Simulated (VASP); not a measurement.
Here is a VASP 6.6.1 calculation.

Contents of INCAR:

```
SYSTEM = RbBr
ALGO = Normal
EDIFF = 1E-7
ENCUT = 520
GGA = PS
ISIF = 2
ISMEAR = -1
LASPH = .True.
LCHARG = .False.
LREAL = .False.
LWAVE = .False.
NBANDS = 15
NELM = 60
PREC = Accurate
SIGMA = 0.03
```

KPOINTS

```
k-points
0
Gamma
  7 7 7
  0 0 0
```

File POSCAR:

```
RbBr
1.0
    3.3805828960      0.0000000000      0.0000000000
    0.0000000000      3.3805828960      0.0000000000
    0.0000000000      0.0000000000      3.3805828960
Rb Br
1 1
Direct
    0.0000000000      0.0000000000      0.0000000000
    0.5000000000      0.5000000000      0.5000000000
```

Potentials or basis: VASP PAW PBE potentials, release 64 (Rb_sv, Br).

Launch:

```sh
$ cat potpaw_PBE.64/Rb_sv/POTCAR potpaw_PBE.64/Br/POTCAR > POTCAR
$ mpirun -np 1 vasp_std > vasp.out
```

Task: Estimate the band gap on the k mesh.

Result: 3.56 eV, direct.

Task: What does it give for the pressure?

Result: 39.6 GPa.

Caveat: the PAW data sets were made with another functional, which shifts forces and pressure a little. A k mesh can miss the band edges.
